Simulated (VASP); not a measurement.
Input of a VASP 6.6.1 run:

The input INCAR:

```
SYSTEM = H6C2O
PREC     = Accurate       ! precision mode
ENCUT    = 520            ! plane-wave cutoff, eV
EDIFF    = 1E-6           ! SCF threshold, eV
ISMEAR   = -1             ! smearing method
SIGMA    = 0.02           ! smearing width, eV
LREAL    = Auto         
LASPH    = .True.         ! aspherical terms in the spheres
NELM     = 80             ! most SCF steps
ALGO     = Normal         ! electronic algorithm
ISIF     = 2              ! what is computed and relaxed
LWAVE    = .False.        ! write WAVECAR
LCHARG   = .False.        ! write CHGCAR
GGA      = PE             ! functional
IVDW     = 12             ! dispersion correction
NBANDS   = 64             ! bands
```

Contents of KPOINTS:

```
Automatic mesh
0
Gamma
  1 1 1
  0 0 0
```

POSCAR

```
H6C2O
1.0
    7.2936330000      0.0000000000      0.0000000000
    0.0000000000      7.2936330000      0.0000000000
    0.0000000000      0.0000000000      7.2936330000
C O H
8 4 24
Direct
    0.2027796024      0.5096362814      0.3020031307
    0.0554181983      0.6560379443      0.2710994644
    0.6319073087      0.2989593801      0.6764530105
    0.7372731806      0.1607018066      0.7836972329
    0.3224319074      0.7344625100      0.8147242945
    0.1203515450      0.6889433565      0.8038929296
    0.5687152068     -0.0392534146      0.2566622148
    0.4438665888      0.1060788224      0.1841057810
   -0.0906269893      0.5504527031      0.1851752069
    0.7264418158     -0.0101321248      0.6948389095
    0.1200362014      0.4952950059      0.7250981781
    0.2520280360      0.0528954500      0.1960477035
   -0.1624978937      0.4947191612      0.2778587845
   -0.0073488754      0.7308292040      0.3982103295
    0.0870073940      0.7597174138      0.1546143054
    0.3204027403      0.5593371643      0.3889556823
    0.1285778980      0.3905049788      0.3689793550
    0.2501496853      0.4345022570      0.1839001222
    0.7642556186     -0.0937118717      0.7891814683
    0.8783140035      0.2083598119      0.7877555671
    0.6963470742      0.1406980582      0.9227774416
    0.6042941837      0.4269888545      0.7556042373
    0.6814436646      0.3022636319      0.5424868512
    0.4944175283      0.2410732758      0.6462897160
    0.0418584264      0.4222175698      0.8072108920
    0.0383073840      0.7082204438      0.9311546112
    0.0439287252      0.7580173008      0.6929331377
    0.3459592771      0.8668656621      0.8754073587
    0.3851441387      0.6205000992      0.8870202271
    0.3830738399      0.7552340514      0.6783039399
    0.1700798491      0.1577951619      0.2245657274
    0.4511606219      0.2344373510      0.2640659326
    0.4622661985      0.1665699385      0.0362782169
    0.7114013003      0.0117773954      0.2528369607
    0.5366187194     -0.0805908386      0.3988273060
    0.5541956937     -0.1689007385      0.1886165646
```

Potentials or basis: VASP PAW PBE potentials, release 64 (C, O, H).

Command:

```bash
$ cat potpaw_PBE.64/C/POTCAR potpaw_PBE.64/O/POTCAR potpaw_PBE.64/H/POTCAR > POTCAR
$ mpirun -np 1 vasp_gam > vasp.out
```

Question: What does it give for the dispersion energy per atom?

Answer: -0.036 eV.

Question: What does it give for the largest force?

Answer: 3.174 eV/Å.

Forces on the atoms (eV/Å):
```
C   -0.071  0.017  2.018
C   -0.816  0.286 -1.020
C   -2.595 -0.376  1.788
C    0.560  0.630 -0.479
C   -0.597  0.530 -0.562
C   -0.342 -1.215 -1.802
C    0.246  0.105  0.484
C   -1.696  2.281 -1.006
O   -0.182  0.811 -1.291
O    0.031 -0.618 -0.496
O   -0.811  0.599  1.497
O   -0.561 -0.209  0.126
H   -0.686 -0.558  0.986
H    1.254 -0.874 -1.299
H    0.192 -0.760  1.924
H   -0.643 -0.552 -0.437
H    0.562  0.971  0.516
H    0.374  0.751 -1.173
H    0.175 -0.868  0.055
H    0.902  0.062  0.100
H   -0.560  0.355  1.006
H    0.566 -0.263 -0.810
H    1.288  0.971 -1.763
H   -0.122  0.060  0.488
H    0.242  0.184 -0.270
H    0.515 -0.636 -0.413
H    0.373  0.636  0.313
H    0.114  0.492  0.883
H    0.516  0.031  0.268
H   -0.089 -0.576 -0.101
H    0.972 -0.550 -0.217
H    0.566 -0.151  0.337
H    0.329 -1.324  1.338
H   -0.197 -0.375 -0.005
H    0.005  0.713  0.026
H    0.188 -0.580 -1.010
```

Caveat: the k points lie up to 0.86 Å⁻¹ apart.
